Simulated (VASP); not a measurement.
# HfN (Fm-3m) in VASP: single point with PBE

Aim: the single point of HfN with PBE.

Everything below comes from runs of VASP 6.6.1. Logs are shortened: lines on timing, memory, paths and dates and some standing lists are left out, and cuts for length are marked.

### Step 1. The cell of the first run

It takes space group Fm-3m (No. 225, cubic). The conventional cell has a = 4.548 Å, b = 4.548 Å, c = 4.548 Å, α = 90.00°, β = 90.00°, γ = 90.00°. Within 3.0 Å of Hf (site symmetry m-3m) lie 6 N at 2.27 Å. N (site symmetry m-3m) has 6 Hf at 2.27 Å within 3.0 Å.

### Step 2. Single point, PBE, non-collinear spin, zero start, spin-orbit coupling

File POSCAR:

```
HfN
1.0
    0.0000000000      2.2738954841      2.2738954841
    2.2738954841      0.0000000000      2.2738954841
    2.2738954841      2.2738954841      0.0000000000
Hf N
1 1
Direct
    0.0000000000      0.0000000000      0.0000000000
    0.5000000000      0.5000000000      0.5000000000
```

File INCAR.step1:

```
  PREC = Accurate
  ENCUT = 520
  EDIFF = 1E-6
  ISMEAR = 0
  SIGMA = 0.1
  LREAL = F
  LASPH = T
  NELM = 200
  ALGO = Normal
  ISIF = 2
  LWAVE = F
  LCHARG = T
  MAGMOM = 0 0 0 0 0 0
  LSORBIT = T
  GGA_COMPAT = F
  LORBMOM = T
  LMAXMIX = 4
  GGA = PE
  NBANDS = 27
  NEDOS = 2001
  LORBIT = 11
```

File KPOINTS.step1:

```
regular mesh
0
Gamma
  16 16 16
```

File INCAR.step2:

```
  PREC = Accurate
  ENCUT = 520
  EDIFF = 1E-6
  ISMEAR = -5
  SIGMA = 0.1
  LREAL = F
  LASPH = T
  NELM = 200
  ALGO = Normal
  ISIF = 2
  LWAVE = F
  LCHARG = F
  MAGMOM = 0 0 0 0 0 0
  LORBIT = 10
  LSORBIT = T
  GGA_COMPAT = F
  LORBMOM = T
  LMAXMIX = 4
  GGA = PE
  NBANDS = 27
  NEDOS = 2001
  ICHARG = 11
```

File KPOINTS.step2:

```
regular mesh
0
Gamma
  24 24 24
```

Potentials or basis: VASP PAW PBE potentials, release 64 (Hf_pv, N).

The run is started by

```
> cat potpaw_PBE.64/Hf_pv/POTCAR potpaw_PBE.64/N/POTCAR > POTCAR
> cp INCAR.step1 INCAR
> cp KPOINTS.step1 KPOINTS
> mpirun -np 1 vasp_ncl > vasp.out
> cp INCAR.step2 INCAR
> cp KPOINTS.step2 KPOINTS
> mpirun -np 1 vasp_ncl > vasp.out
```

OUTCAR:

```text
PREC = Accurate
   ENCUT = 520
   EDIFF = 1E-6
   ISMEAR = -5
   LREAL = F
   LASPH = T
   NELM = 200
   ISIF = 2
   LORBIT = 10
   LSORBIT = T
   GGA = PE
   ICHARG = 11

 ion  position               nearest neighbor table
   1  0.000  0.000  0.000-   2 2.27   2 2.27   2 2.27   2 2.27   2 2.27   2 2.27
   2  0.500  0.500  0.500-   1 2.27   1 2.27   1 2.27   1 2.27   1 2.27   1 2.27

  LATTYP: Found a face centered cubic cell.
 ALAT       =     4.5477909682

  Lattice vectors:

 A1 = (   0.0000000000,   2.2738954841,   2.2738954841)
 A2 = (   2.2738954841,   0.0000000000,   2.2738954841)
 A3 = (   2.2738954841,   2.2738954841,   0.0000000000)

Analysis of symmetry for initial positions (statically):
=====================================================================
 Subroutine PRICEL returns:
 Original cell was already a primitive cell.

 Routine SETGRP: Setting up the symmetry group for a
 face centered cubic supercell.

 Subroutine GETGRP returns: Found 48 space group operations
 (whereof 48 operations were pure point group operations)
 out of a pool of 48 trial point group operations.

The static configuration has the point symmetry O_h .

Analysis of symmetry for dynamics (positions and initial velocities):
=====================================================================
 Subroutine PRICEL returns:
 Original cell was already a primitive cell.

 Routine SETGRP: Setting up the symmetry group for a
 face centered cubic supercell.

 Subroutine GETGRP returns: Found 48 space group operations
 (whereof 48 operations were pure point group operations)
 out of a pool of 48 trial point group operations.

The dynamic configuration has the point symmetry O_h .

Analysis of structural, dynamic, and magnetic symmetry:
=====================================================================
 Subroutine PRICEL returns:
 Original cell was already a primitive cell.

 Routine SETGRP: Setting up the symmetry group for a
 face centered cubic supercell.

 Subroutine GETGRP returns: Found 48 space group operations
 (whereof 48 operations were pure point group operations)
 out of a pool of 48 trial point group operations.

The overall configuration has the point symmetry O_h .

 Subroutine INISYM returns: Found 48 space group operations
 (whereof 48 operations are pure point group operations),
 and found     1 'primitive' translations

----------------------------------------------------------------------------------------

                                     Primitive cell

  volume of cell :      23.5148

  direct lattice vectors                    reciprocal lattice vectors
     0.000000000  2.273895484  2.273895484    -0.219886975  0.219886975  0.219886975
     2.273895484  0.000000000  2.273895484     0.219886975 -0.219886975  0.219886975
     2.273895484  2.273895484  0.000000000     0.219886975  0.219886975 -0.219886975

  length of vectors
     3.215773833  3.215773833  3.215773833     0.380855413  0.380855413  0.380855413

  position of ions in fractional coordinates (direct lattice)
     0.000000000  0.000000000  0.000000000
     0.500000000  0.500000000  0.500000000

  ion indices of the primitive-cell ions
   primitive index   ion index
                 1           1
                 2           2

----------------------------------------------------------------------------------------

 KPOINTS: regular mesh

Automatic generation of k-mesh.
 Grid dimensions read from file:
 generate k-points for:   24   24   24

 Generating k-lattice:

  Cartesian coordinates                     Fractional coordinates (reciprocal lattice)
    -0.009161957  0.009161957  0.009161957     0.041666667  0.000000000  0.000000000
     0.009161957 -0.009161957  0.009161957     0.000000000  0.041666667  0.000000000
[... 88 lines left out ...]
   IVDW    =     0    specifies the selected vdW correction
   LEPSILON=     F    determine dielectric tensor
   LRPA    =     F    only Hartree local field effects (RPA)
 Fermi weights with tetrahedron method with Bloechl corrections
  energy-cutoff  :      520.00
  volume of cell :       23.51
 maximum number of plane-waves:      1296

 number of electron      15.0000000 magnetization      -0.0000000     -0.0000000     -0.0000000

 Free energy of the ion-electron system (eV)
  ---------------------------------------------------
  ext. energy  EPLUGINS =         0.00000000
  ---------------------------------------------------
  free energy    TOTEN  =       -22.40740633 eV

  energy without entropy =      -22.40740633  energy(sigma->0) =      -22.40740633

 E-fermi :   8.2062     XC(G=0): -12.6312

 val. band max:        8.2425349244   @ k =   0.1667   0.0000   0.0000
 cond. band min:       8.1944624976   @ k =   0.3750   0.1250   0.0000
 fundamental gap:     -0.0480724268
 Fermi energy:         8.2062472593

 k-point     1 :       0.0000    0.0000    0.0000
  band No.  band energies     occupation
      1     -27.8605      1.00000
      2     -27.8605      1.00000
      3     -20.7927      1.00000
      4     -20.7927      1.00000
      5     -20.7927      1.00000
      6     -20.7927      1.00000
[... 709 lines left out ...]
     26      16.6781      0.00000
     27      19.8435      0.00000

 [... further k-points ...]
[... 5 lines left out ...]
  --------------------------------------------------------------------------------------
  -------------------------------------------------------------------------------------
  Total       -0.3173544     -0.3173544     -0.3173544      0.0000000      0.0000000     -0.0000000
  in kB      -21.6228852    -21.6228852    -21.6228852      0.0000000      0.0000000     -0.0000000
  external PRESSURE =     -21.6228852 kB  Pullay stress =       0.0000000 kB

 VOLUME and BASIS-vectors are now :
 -----------------------------------------------------------------------------
  energy-cutoff  :      520.00
  volume of cell :       23.51
      direct lattice vectors                 reciprocal lattice vectors
     0.000000000  2.273895484  2.273895484    -0.219886975  0.219886975  0.219886975
     2.273895484  0.000000000  2.273895484     0.219886975 -0.219886975  0.219886975
     2.273895484  2.273895484  0.000000000     0.219886975  0.219886975 -0.219886975

 POSITION                                       TOTAL-FORCE (eV/Angst)
 -----------------------------------------------------------------------------------
      0.00000      0.00000      0.00000        -0.000000     -0.000000     -0.000000
      2.27390      2.27390      2.27390         0.000000      0.000000      0.000000
 -----------------------------------------------------------------------------------
    total drift:                               -0.000000     -0.000000     -0.000000

  FREE ENERGIE OF THE ION-ELECTRON SYSTEM (eV)
  ---------------------------------------------------
  free  energy   TOTEN  =       -22.4074063345 eV

  energy  without entropy=      -22.4074063345  energy(sigma->0) =      -22.40740633

 orbital moment (x)

 # of ion     p       d       tot
 ----------------------------------------
  1         0.000   0.000   0.000
  2         0.000   0.000   0.000
 ----------------------------------------
            0.000   0.000   0.000

 orbital moment (y)

 # of ion     p       d       tot
 ----------------------------------------
  1         0.000  -0.000  -0.000
  2         0.000   0.000   0.000
 ----------------------------------------
            0.000  -0.000  -0.000

 orbital moment (z)

 # of ion     p       d       tot
 ----------------------------------------
  1         0.000   0.000   0.000
  2         0.000   0.000   0.000
 ----------------------------------------
            0.000   0.000   0.000

 Spin-Orbit-Coupling matrix elements

 Ion:    1  E_soc:     -1.2925064
 l=   1
     0.0000000    -0.2079610    -0.2079610
    -0.2079610     0.0000000    -0.2079610
    -0.2079610    -0.2079610     0.0000000
 l=   2
     0.0000000    -0.0021972     0.0000000    -0.0021972    -0.0052596
    -0.0021972     0.0000000    -0.0039447    -0.0021972    -0.0013149
     0.0000000    -0.0039447     0.0000000    -0.0039447     0.0000000
    -0.0021972    -0.0021972    -0.0039447     0.0000000    -0.0013149
    -0.0052596    -0.0013149     0.0000000    -0.0013149     0.0000000
 l=   3
     0.0000000     0.0000000     0.0000000     0.0000000     0.0000000     0.0000000     0.0000000
     0.0000000     0.0000000     0.0000000     0.0000000     0.0000000     0.0000000     0.0000000
     0.0000000     0.0000000     0.0000000     0.0000000     0.0000000     0.0000000     0.0000000
     0.0000000     0.0000000     0.0000000     0.0000000     0.0000000     0.0000000     0.0000000
     0.0000000     0.0000000     0.0000000     0.0000000     0.0000000     0.0000000     0.0000000
     0.0000000     0.0000000     0.0000000     0.0000000     0.0000000     0.0000000     0.0000000
     0.0000000     0.0000000     0.0000000     0.0000000     0.0000000     0.0000000     0.0000000

 Ion:    2  E_soc:     -0.0003965
 l=   1
     0.0000000    -0.0000661    -0.0000661
    -0.0000661     0.0000000    -0.0000661
    -0.0000661    -0.0000661     0.0000000
 l=   2
     0.0000000     0.0000000     0.0000000     0.0000000     0.0000000
     0.0000000     0.0000000     0.0000000     0.0000000     0.0000000
     0.0000000     0.0000000     0.0000000     0.0000000     0.0000000
     0.0000000     0.0000000     0.0000000     0.0000000     0.0000000
     0.0000000     0.0000000     0.0000000     0.0000000     0.0000000
 l=   3
     0.0000000     0.0000000     0.0000000     0.0000000     0.0000000     0.0000000     0.0000000
     0.0000000     0.0000000     0.0000000     0.0000000     0.0000000     0.0000000     0.0000000
     0.0000000     0.0000000     0.0000000     0.0000000     0.0000000     0.0000000     0.0000000
     0.0000000     0.0000000     0.0000000     0.0000000     0.0000000     0.0000000     0.0000000
     0.0000000     0.0000000     0.0000000     0.0000000     0.0000000     0.0000000     0.0000000
     0.0000000     0.0000000     0.0000000     0.0000000     0.0000000     0.0000000     0.0000000
     0.0000000     0.0000000     0.0000000     0.0000000     0.0000000     0.0000000     0.0000000

 total charge

# of ion       s       p       d       tot
------------------------------------------
    1        0.286   6.597   1.735   8.618
    2        1.233   2.497   0.000   3.730
--------------------------------------------------
tot          1.519   9.094   1.735  12.348

 magnetization (x)

# of ion       s       p       d       tot
------------------------------------------
    1       -0.000   0.000   0.000  -0.000
    2        0.000   0.000   0.000   0.000
--------------------------------------------------
tot         -0.000   0.000   0.000  -0.000

 magnetization (y)

# of ion       s       p       d       tot
------------------------------------------
    1       -0.000  -0.000  -0.000  -0.000
    2       -0.000   0.000   0.000   0.000
--------------------------------------------------
tot         -0.000   0.000  -0.000  -0.000

 magnetization (z)

# of ion       s       p       d       tot
------------------------------------------
    1        0.000   0.000  -0.000   0.000
    2        0.000   0.000   0.000   0.000
--------------------------------------------------
tot          0.000   0.000  -0.000   0.000
```

Wall time 9.1 min (1 thread of Oxide Virtual Turin-like, shared host); peak memory 0.44 GiB.

What came out:

| Item | Value |
| --- | --- |
| Net moment | 0.00 μB per cell |
| Valence electrons inside the program's atomic spheres | Hf 8.62; N 3.73 |

Moments on the atoms (μB; x, y, z):
```
Hf  0.00 0.00 0.00
N   0.00 0.00 0.00
```
